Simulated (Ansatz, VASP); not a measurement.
# One calculation of AlGaN2, two programs

```
CELL_PARAMETERS angstrom
3.18799 0.00000 0.00000
0.00000 3.18799 0.00000
0.00000 0.00000 4.42384
ATOMIC_POSITIONS crystal
Al 0.50000 0.50000 0.50000
Ga 0.00000 0.00000 0.00000
N 0.50000 0.00000 0.73826
N 0.00000 0.50000 0.26174
```

Change from the starting cell: strain +0.015 along x and y, +0.000 along z, atoms carried along.

Alike in both runs: task single point; functional r2SCAN; k mesh 8 × 8 × 6; occupations gaussian, width 0.05 eV; no spin polarisation.

|  | VASP | Ansatz |
| --- | --- | --- |
| version | VASP 6.6.1 | Ansatz 0.2.0 |
| potentials or method | VASP PAW PBE potentials, release 64 (Al, Ga_d, N_h), cutoff 910 eV | scalar-relativistic, plane waves, PAW |
| valence electrons in the cell | 26 | 26 |

Ansatz gave:

| Property | Result |
| --- | --- |
| gap on the k mesh at the Fermi level (eV) | 3.14 |
| least direct gap on the mesh (eV) | 3.14 |
| rms of the force components (eV/Å) | 0.027 |

**Question.** What did VASP give for the same quantities?

**Answer.** gap on the k mesh at the Fermi level (eV): 3.15; least direct gap on the mesh (eV): 3.15; rms of the force components (eV/Å): 0.008.

VASP's potentials were made for PBE, not for r2SCAN. Atom by atom the forces differ by 0.035 eV/Å (rms over components).

Noted on VASP's run: the cutoff is short for stress, so the pressure is rough.
